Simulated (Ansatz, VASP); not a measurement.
# One calculation of HfTe2W2, two programs

```
Hf Te W
1.0
     4.56451    0.00000    0.00000
     0.00000    4.56451    0.00000
     0.00000    0.00000    5.46900
Hf Te W
1 2 2
Direct
  0.00000 0.00000 0.00000
  0.00000 0.50000 0.50000
  0.50000 0.00000 0.50000
  0.50000 0.50000 0.21643
  0.50000 0.50000 0.78357
```

Change from the starting cell: species swapped into the CeMg2Si2 type (P4/mmm, No. 123).

Alike in both runs: functional PBE; k mesh 8 × 8 × 8; occupations gaussian, width 0.1 eV; no spin polarisation.

Ansatz relaxed the structure, and its values are those at the end. VASP's run is a single point on that final structure, the one shown.

```csv
,VASP,Ansatz
version,VASP 6.6.1,Ansatz 0.2.0
potentials or method,"VASP PAW PBE potentials, release 64 (Hf_pv, Te, W_sv), cutoff 520 eV","scalar-relativistic, plane waves, PAW"
valence electrons in the cell,50,86
```

VASP gave:

| Quantity | Value |
| --- | --- |
| gap on the k mesh at the Fermi level (eV) | none |
| pressure (GPa) | 0.0 |
| rms of the force components (eV/Å) | 0.037 |

Question: Which values does Ansatz return?

Answer: gap on the k mesh at the Fermi level (eV): none; pressure (GPa): 0.0; rms of the force components (eV/Å): 0.000.

A gap of «none» marks a metal or a gap that the smearing closes. With one functional, cell and mesh, what is left measures potentials, basis and numerics. VASP's potentials hold 50 valence electrons a cell and Ansatz's 86, so a difference there can come from the potentials and not from the codes.

Spin-orbit coupling is off throughout.
